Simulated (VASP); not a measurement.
Wanted: the native input for a VASP 6.6.1 run.

```
Task                   : single point
Functional             : PBEsol
Potentials or basis    : VASP PAW PBE potentials, release 64 (Sb)
Cutoff                 : 500 eV
k mesh                 : 9 × 9 × 9
Occupations            : methfessel-paxton, width 0.1 eV
Spin                   : no spin polarisation
Dipole correction      : no
Further INCAR settings : ALGO = Normal; EDIFF = 1e-06; NBANDS = 8
```

The structure of Sb lies in POSCAR:

```
Sb
1.0
   -1.6957570625      1.6957570625      1.6957570625
    1.6957570625     -1.6957570625      1.6957570625
    1.6957570625      1.6957570625     -1.6957570625
Sb
1
Direct
    0.0000000000      0.0000000000      0.0000000000
```

These files were run (other wordings do the same):

INCAR

```
ALGO = Normal
EDIFF = 1E-6
ENCUT = 500
GGA = PS
GGA_COMPAT = F
ISIF = 2
ISMEAR = 1
LASPH = T
LCHARG = F
LREAL = F
LWAVE = F
NBANDS = 8
NELM = 120
PREC = Accurate
SIGMA = 0.1
```

KPOINTS

```
k-points
0
Gamma
  9 9 9
```

Potentials or basis: VASP PAW PBE potentials, release 64 (Sb).

The run is started by

```bash
$ cat potpaw_PBE.64/Sb/POTCAR > POTCAR
$ mpirun -np 1 vasp_std > vasp.out
```

Results of the run:

```yaml
Pressure: 38.9 GPa
```

Caveat: the PAW data sets were made with another functional, which shifts forces and pressure a little.

It took 9 s on 1 thread of AMD EPYC 7R13, with other jobs on the host, peak memory 0.11 GiB.
